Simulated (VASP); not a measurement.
Here is a VASP 6.6.1 calculation.

INCAR

```
SYSTEM = TePb
ALGO = Normal
EDIFF = 1E-7
ENCUT = 520
GGA = PS
ISIF = 2
ISMEAR = 0
LASPH = .True.
LCHARG = .False.
LREAL = .False.
LWAVE = .False.
NBANDS = 17
NELM = 60
PREC = Accurate
SIGMA = 0.01
```

Contents of KPOINTS:

```
k-points
0
Gamma
  6 6 6
  0 0 0
```

File POSCAR:

```
TePb
1.0
    0.0000000000      3.3553896886      3.3553896886
    3.3553896886      0.0000000000      3.3553896886
    3.3553896886      3.3553896886      0.0000000000
Te Pb
1 1
Direct
    0.5000000000      0.5000000000      0.5000000000
    0.0000000000      0.0000000000      0.0000000000
```

Potentials or basis: VASP PAW PBE potentials, release 64 (Te, Pb_d).

Command:

```sh
$ cat potpaw_PBE.64/Te/POTCAR potpaw_PBE.64/Pb_d/POTCAR > POTCAR
$ mpirun -np 1 vasp_std > vasp.out
```

(1) What does it give for the pressure?

(2) What does it give for the band gap on the k mesh?

## Answers

(1) -4.2 GPa.

(2) 0.87 eV, direct.

Caveat: the PAW data sets were made with another functional, which shifts forces and pressure a little; spin-orbit coupling is left out, which moves the levels of the heavy elements.
